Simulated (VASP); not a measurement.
Wanted: the native input for a VASP 6.6.1 run.

| Property | Result |
| --- | --- |
| Task | single point |
| Functional | PBE |
| Potentials or basis | VASP PAW PBE potentials, release 64 (Ni) |
| Cutoff | 520 eV |
| k mesh | 13 × 13 × 13 |
| Occupations | fermi-dirac, width 0.05 eV |
| Spin | collinear spin, ferromagnetic start |
| Starting moments | [0.2] μB |
| Dipole correction | no |
| Further INCAR settings | ALGO = Normal; EDIFF = 1e-07; NBANDS = 15 |

The structure of Ni lies in POSCAR:

```
Ni
1.0
    0.0000000000      1.7659500000      1.7659500000
    1.7659500000      0.0000000000      1.7659500000
    1.7659500000      1.7659500000      0.0000000000
Ni
1
Direct
    0.0000000000      0.0000000000      0.0000000000
```

One way to write it, as run:

INCAR

```
SYSTEM = Ni
PREC     = Accurate       ! precision mode
ENCUT    = 520            ! plane-wave cutoff, eV
EDIFF    = 1E-7           ! SCF threshold, eV
ISMEAR   = -1             ! smearing method
SIGMA    = 0.05           ! smearing width, eV
LREAL    = .False.        ! projectors in reciprocal space
LASPH    = .True.         ! aspherical terms in the spheres
NELM     = 150            ! most SCF steps
ALGO     = Normal         ! electronic algorithm
ISIF     = 2              ! what is computed and relaxed
LWAVE    = .False.        ! write WAVECAR
LCHARG   = .False.        ! write CHGCAR
ISPIN    = 2              ! spin polarisation
MAGMOM   = 0.2            ! initial moments
LORBIT   = 11             ! projections on sites
LMAXMIX  = 4              ! l up to which the mixer works
GGA      = PE             ! functional
NBANDS   = 15             ! bands
```

KPOINTS

```
regular mesh
0
Gamma
  13 13 13
  0 0 0
```

Potentials or basis: VASP PAW PBE potentials, release 64 (Ni).

The run is started by

```sh
$ cat potpaw_PBE.64/Ni/POTCAR > POTCAR
$ mpirun -np 1 vasp_std > vasp.out
```

It gave:

```
Pressure                                              : -2.3 GPa
Net moment                                            : 0.63 μB per cell
Site moments                                          : Ni +0.64 μB
Valence electrons inside the program's atomic spheres : Ni 9.29
```

Run time: 48 s on 1 thread of Intel Xeon 8259CL, on a shared host, peak memory 0.14 GiB.
